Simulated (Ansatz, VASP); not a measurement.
**Si16Ge in VASP and in Ansatz**

```
Si Ge
1.0
     0.00000    5.43000    5.43000
     5.43000    0.00000    5.43000
     5.43000    5.43000    0.00000
Si Ge
16 1
Direct
  0.00012 0.00052 0.99966
  0.12408 0.12456 0.12438
  0.00301 0.00343 0.49675
  0.12411 0.12451 0.62693
  0.00526 0.49540 0.00480
  0.12486 0.62781 0.12360
  0.00542 0.49522 0.49430
  0.13678 0.61787 0.62244
  0.49479 0.00588 0.00496
  0.62741 0.12528 0.12364
  0.49494 0.00571 0.49445
  0.61743 0.13731 0.62279
  0.49723 0.49765 0.00252
  0.62290 0.62375 0.13649
  0.49997 0.50051 0.49970
  0.62329 0.62333 0.61677
  0.74992 0.75054 0.74971
```

Alike in both runs: functional PBE; dispersion D3(BJ); k mesh 2 × 2 × 2; occupations gaussian, width 0.02 eV; no spin polarisation.

Ansatz relaxed the structure, and its values are those at the end. VASP's run is a single point on that final structure, the one shown.

|  | VASP | Ansatz |
| --- | --- | --- |
| version | VASP 6.6.1 | Ansatz 0.2.0 |
| potentials or method | VASP PAW PBE potentials, release 64 (Si, Ge_d), cutoff 520 eV | scalar-relativistic, plane waves, PAW |
| valence electrons in the cell | 78 | 78 |

|  | VASP | Ansatz | Ansatz less VASP |
| --- | --- | --- | --- |
| rms of the force components (eV/Å) | 0.007 | 0.007 | -0.0003 |

The k mesh is coarse, so the values compare programs but aren't converged.
